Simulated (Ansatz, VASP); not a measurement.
One calculation of Ag, two programs

```
CELL_PARAMETERS angstrom
2.82922 0.00000 0.00000
-1.41461 2.45018 0.00000
0.00000 0.00000 4.63030
ATOMIC_POSITIONS crystal
Ag 0.33333 0.66667 0.25000
Ag 0.66667 0.33333 0.75000
```

Alike in both runs: functional LDA; k mesh 18 × 18 × 10; occupations gaussian, width 0.1 eV; no spin polarisation.

Ansatz relaxed the structure, and its values are those at the end. VASP's run is a single point on that final structure, the one shown.

|  | VASP | Ansatz |
| --- | --- | --- |
| version | VASP 6.6.1 | Ansatz 0.2.0 |
| potentials or method | VASP PAW LDA potentials, release 64 (Ag), cutoff 520 eV | scalar-relativistic, plane waves, PAW |
| valence electrons in the cell | 22 | 38 |

```csv
,VASP,Ansatz,Ansatz less VASP
gap on the k mesh at the Fermi level (eV),none,none,-
pressure (GPa),0.1,0.0,-0.14
```

LDA's correlation is that of Perdew and Zunger in VASP and of Perdew and Wang (1992) in Ansatz. A gap of «none» marks a metal or a gap that the smearing closes. VASP's potentials hold 22 valence electrons a cell and Ansatz's 38, so a difference there can come from the potentials and not from the codes.
